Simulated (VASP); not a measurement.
A run of VASP 6.6.1 is set up as follows.

INCAR

```
AGGAC = 1.0
AGGAX = 1.0
ALDAC = 0.0
ALDAX = 1.0
ALGO = Normal
EDIFF = 1E-6
ENCUT = 520
GGA = B5
ISIF = 2
ISMEAR = -1
LASPH = True
LCHARG = True
LELF = True
LREAL = False
LVHAR = True
LWAVE = False
NBANDS = 12
NELM = 60
PREC = Accurate
SIGMA = 0.1
```

File KPOINTS:

```
k-points
0
Gamma
  14 14 14
```

File POSCAR:

```
Sb
1.0
    2.1283567806      1.2288073602      8.5155463355
   -2.1283567806      1.2288073602      8.5155463355
    0.0000000000     -2.4576147204      8.5155463355
Sb
2
Direct
    0.1982491987      0.1982491987      0.1982491987
    0.8017508013      0.8017508013      0.8017508013
```

Potentials or basis: VASP PAW PBE potentials, release 64 (Sb).

Launch:

```sh
$ cat potpaw_PBE.64/Sb/POTCAR > POTCAR
$ mpirun -np 1 vasp_std > vasp.out
```

Q: Predict the largest force.

A: 0.117 eV/Å.

Q: Estimate the pressure.

A: 0.2 GPa.

Q: What does it give for the band gap on the k mesh?

A: 1.32 eV.

Stress tensor (GPa, compression positive):
```
0.13 0.00 0.00
0.00 0.13 0.00
0.00 0.00 0.25
```

Caveat: the PAW data sets were made with another functional, which shifts forces and pressure a little; spin-orbit coupling is left out, which moves the levels of the heavy elements. A k mesh can miss the band edges.
